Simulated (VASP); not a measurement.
Crystal: CoSi2.

```
Co Si
1.0
     0.00000    2.56838    2.56838
     2.56838    0.00000    2.56838
     2.56838    2.56838    0.00000
Co Si
1 2
Cartesian
  0.0000 0.0000 0.0000
  1.2842 1.2842 1.2842
  3.8526 3.8526 3.8526
```

Base run:

| Property | Result |
| --- | --- |
| Program | VASP 6.6.1 |
| Functional | PBE |
| Potentials or basis | VASP PAW PBE potentials, release 64 (Co, Si) |
| Cutoff | 520 eV |
| k mesh | 14 × 14 × 14 |
| Occupations | gaussian, width 0.15 eV |
| Spin | collinear spin, ferromagnetic start |
| Starting moments | [0.55, 0.0, 0.0] μB |
| Fixed moment | 0.55 μB |

Its results: pressure 31.1 GPa; site moments Co +0.33; Si +0.04 μB.

After a change of settings the same cell gave: pressure 48.8 GPa; site moments Co +1.32; Si +0.19 μB. Which change was it?
A. fixed moment from 0.55 μB to 0.825 μB; moments at the start from [0.55, 0.0, 0.0] to [0.82, 0.0, 0.0]
B. fixed moment from 0.55 μB to 1.1 μB; moments at the start from [0.55, 0.0, 0.0] to [1.1, 0.0, 0.0]
C. fixed moment from 0.55 μB to 0.275 μB; moments at the start from [0.55, 0.0, 0.0] to [0.28, 0.0, 0.0]
D. fixed moment from 0.55 μB to 2.2 μB; moments at the start from [0.55, 0.0, 0.0] to [2.2, 0.0, 0.0]

D.

Caveats: the cell stands under pressure; the total moment is fixed, so each spin has its own Fermi level.
